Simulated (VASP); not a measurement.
## Au: single point with PBE

Crystal: Au.

```xyz
2
Lattice="0.0000 2.8204 2.8204 2.8204 0.0000 2.8204 2.8204 2.8204 0.0000" Properties=species:S:1:pos:R:3 pbc="T T T"
Au    0.0000    0.0000    0.0000
Au    1.4102    1.4102    1.4102
```

| Quantity | Value |
| --- | --- |
| Program | VASP 6.6.1 |
| Task | single point |
| Functional | PBE |
| Potentials or basis | VASP PAW PBE potentials, release 64 (Au) |
| Cutoff | 520 eV |
| k mesh | 8 × 8 × 8 |
| Occupations | methfessel-paxton, width 0.05 eV |
| Spin | no spin polarisation |
| Dipole correction | no |
| Further INCAR settings | ALGO = Normal; EDIFF = 1e-06; NBANDS = 18 |

* Pressure: 29.7 GPa
* Band gap on the k mesh: zero (band 11 reaches 6.13 eV, above the bottom of band 12 at 5.44 eV)

Levels at points of the mesh, in eV from the Fermi level:
```
           k point  band 7  band 8  band 9  band 10  band 11  band 12  band 13  band 14  band 15  band 16
(0.00, 0.00, 0.00)   -2.94   -2.94   -2.94    -1.30    -1.30    10.36    10.52    11.42    11.42    11.42
(0.50, 0.00, 0.00)   -2.52   -2.52   -1.85    -1.58    -1.58    -0.25     7.70     7.70     9.85    11.09
(0.50, 0.50, 0.00)   -3.60   -3.60   -1.33    -1.33     0.40     0.40     3.59     3.59     9.03     9.03
```

Run time: 29 s on 1 thread of Intel Xeon 8259CL (shared host), peak memory 0.18 GiB.

Caveat: spin-orbit coupling is left out, which moves the levels of the heavy elements.
